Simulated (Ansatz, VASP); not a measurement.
One calculation of MgO, two programs

```
CELL_PARAMETERS angstrom
5.95062 0.00000 0.00000
-2.97531 5.15339 0.00000
0.00000 0.00000 26.31362
ATOMIC_POSITIONS crystal
O 0.16667 0.33333 0.30403
O 0.16667 0.83333 0.30403
O 0.66667 0.33333 0.30403
O 0.66667 0.83333 0.30403
O 0.50000 0.50000 0.39635
O 0.50000 0.00000 0.39635
O 0.00000 0.50000 0.39635
O 0.00000 0.00000 0.39635
O 0.83320 0.66671 0.49023
O 0.83321 0.16649 0.49050
O 0.33348 0.66670 0.49037
O 0.33331 0.16667 0.49055
Mg 0.33333 0.16667 0.35019
Mg 0.33333 0.66667 0.35019
Mg 0.83333 0.16667 0.35019
Mg 0.83333 0.66667 0.35019
Mg 0.66663 0.33336 0.43885
Mg 0.66664 0.83327 0.43886
Mg 0.16672 0.33335 0.43885
Mg 0.16665 0.83334 0.43884
Mg 0.99993 0.50028 0.53333
Mg 0.99973 0.99954 0.53355
Mg 0.50035 0.50030 0.53356
Mg 0.49980 0.99974 0.53367
```

Alike in both runs: task single point; functional PBE; dispersion D3(BJ); k mesh 3 × 3 × 1; occupations gaussian, width 0.05 eV; no spin polarisation.

```csv
,VASP,Ansatz
version,VASP 6.6.1,Ansatz 0.2.0
potentials or method,"VASP PAW PBE potentials, release 64 (O, Mg), cutoff 520 eV","scalar-relativistic, plane waves, PAW"
valence electrons in the cell,96,192
```

```csv
,VASP,Ansatz,Ansatz less VASP
gap on the k mesh at the Fermi level (eV),none,none,-
rms of the force components (eV/Å),0.786,0.792,+0.0053
```

A gap of «none» marks a metal or a gap that the smearing closes. VASP's potentials hold 96 valence electrons a cell and Ansatz's 192, so a difference there can come from the potentials and not from the codes. Ansatz's warnings: vacuum below fermi.

The k mesh is coarse, so the values compare programs but aren't converged.
